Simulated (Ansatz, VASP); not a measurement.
# Two plane-wave programs on AlN

The input INCAR:

```
SYSTEM = AlN
ALGO = Normal
EDIFF = 1E-6
ENCUT = 520
GGA = PE
ISIF = 2
ISMEAR = 0
LASPH = .True.
LCHARG = .False.
LREAL = .False.
LWAVE = .False.
NBANDS = 26
NELM = 100
PREC = Accurate
SIGMA = 0.05
```

File KPOINTS:

```
k-points
0
Gamma
  8 6 4
  0 0 0
```

The input POSCAR:

```
AlN
1.0
   -1.6567491617      2.8695737234      0.0000000000
    0.0000000000      0.0000000000      4.1874629526
    4.9702474850      2.8695737234      0.0000000000
Al N
4 4
Direct
    0.3631785628      0.7500000000      0.1717612216
    0.0000000000      0.7500000000      0.6666666667
    0.0000000000      0.2500000000      0.3333333333
    0.5000000000      0.2500000000      0.8333333333
    0.5000000000      0.2500000000      0.1666666667
    0.0000000000      0.2500000000      0.6666666667
    0.0000000000      0.7500000000      0.3333333333
    0.5000000000      0.7500000000      0.8333333333
```

Input for Ansatz:

```yaml
crystal:
  lattice:
    - [-1.6567491617, 2.8695737234, 0.0]
    - [0.0, 0.0, 4.1874629526]
    - [4.970247485, 2.8695737234, 0.0]
  atoms:
    - { symbol: Al, position: [0.3631785628, 0.75, 0.1717612216] }
    - { symbol: Al, position: [0.0, 0.75, 0.6666666667] }
    - { symbol: Al, position: [0.0, 0.25, 0.3333333333] }
    - { symbol: Al, position: [0.5, 0.25, 0.8333333333] }
    - { symbol: "N", position: [0.5, 0.25, 0.1666666667] }
    - { symbol: "N", position: [0.0, 0.25, 0.6666666667] }
    - { symbol: "N", position: [0.0, 0.75, 0.3333333333] }
    - { symbol: "N", position: [0.5, 0.75, 0.8333333333] }
basis:
  ecutwfc: 420
kpoints:
  mp_grid: { grid: [8, 6, 4] }
hamiltonian:
  xc: pbe
  pseudopotentials: { kind: paw, azcp: { folder: soft_1 } }
scf:
  occupations: { method: gaussian, width: 0.05 }
output:
  forces: true
  stress: true
  eigenvalues: true
```

Alike in both runs: task single point; functional PBE; k mesh 8 × 6 × 4; occupations gaussian, width 0.05 eV; no spin polarisation.

|  | VASP | Ansatz |
| --- | --- | --- |
| version | VASP 6.6.1 | Ansatz 0.2.0 |
| potentials or method | VASP PAW PBE potentials, release 64 (Al, N), cutoff 520 eV | scalar-relativistic, plane waves, PAW |
| valence electrons in the cell | 32 | 32 |

Ansatz gave:

```
gap on the k mesh at the Fermi level (eV)                     : 3.07
least direct gap on the mesh (eV)                             : 3.07
pressure (GPa)                                                : 10.2
traceless stress, the component that is largest in VASP (GPa) : 18.21
rms of the force components (eV/Å)                            : 3.825
```

**Question.** What did VASP give for the same quantities?

**Answer.** gap on the k mesh at the Fermi level (eV): 3.08; least direct gap on the mesh (eV): 3.08; pressure (GPa): 10.1; traceless stress, the component that is largest in VASP (GPa): 18.25; rms of the force components (eV/Å): 3.840.

Atom by atom the forces differ by 0.016 eV/Å (rms over components).
